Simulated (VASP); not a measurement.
Set up this calculation in VASP 6.6.1, as the native input.

| Property | Result |
| --- | --- |
| Task | single point |
| Functional | PBE |
| Potentials or basis | VASP PAW PBE potentials, release 64 (Ge_d, Os_sv_GW) |
| Cutoff | 560 eV |
| k mesh | 6 × 6 × 6 |
| Occupations | gaussian, width 0.1 eV |
| Spin | no spin polarisation |
| Dipole correction | no |
| Further INCAR settings | ALGO = Normal; EDIFF = 1e-06; NBANDS = 30 |

The structure of GeOs2 lies in POSCAR:

```
GeOs2
1.0
    3.5433871569      0.0000000000      0.0000000000
   -1.7716935785      3.0686632934      0.0000000000
    0.0000000000      0.0000000000      3.8259163655
Ge Os
1 2
Direct
    0.0000000000      0.0000000000      0.0000000000
    0.3333333333      0.6666666667      0.5000000000
    0.6666666667      0.3333333333      0.5000000000
```

The input as run:

INCAR

```
SYSTEM = GeOs2
ALGO = Normal ; EDIFF = 1E-6
ENCUT = 560 ; GGA = PE
GGA_COMPAT = .FALSE. ; ISIF = 2
ISMEAR = 0 ; LASPH = .TRUE.
LCHARG = .TRUE. ; LELF = .TRUE.
LREAL = .FALSE. ; LVHAR = .TRUE.
LWAVE = .FALSE. ; NBANDS = 30
NELM = 120 ; PREC = Accurate
SIGMA = 0.1
```

KPOINTS

```
k-points
0
G
  6 6 6
  0 0 0
```

Potentials or basis: VASP PAW PBE potentials, release 64 (Ge_d, Os_sv_GW).

The run is started by

```bash
$ cat potpaw_PBE.64/Ge_d/POTCAR potpaw_PBE.64/Os_sv_GW/POTCAR > POTCAR
$ mpirun -np 1 vasp_std > vasp.out
```

It gave:

```yaml
Pressure: 152.2 GPa
Band_gap_on_the_k_mesh: zero (bands 23 and 24 overlap by 2.49 eV)
```

Caveat: the stress differs along the axes, from 22 to 217 GPa; spin-orbit coupling is left out, which moves the levels of the heavy elements.

Wall time 61 s on 1 thread of Intel(R) Xeon(R) Platinum 8259CL CPU @ 2.50GHz (Skylake/Cascade Lake) (shared host), peak memory 0.19 GiB.
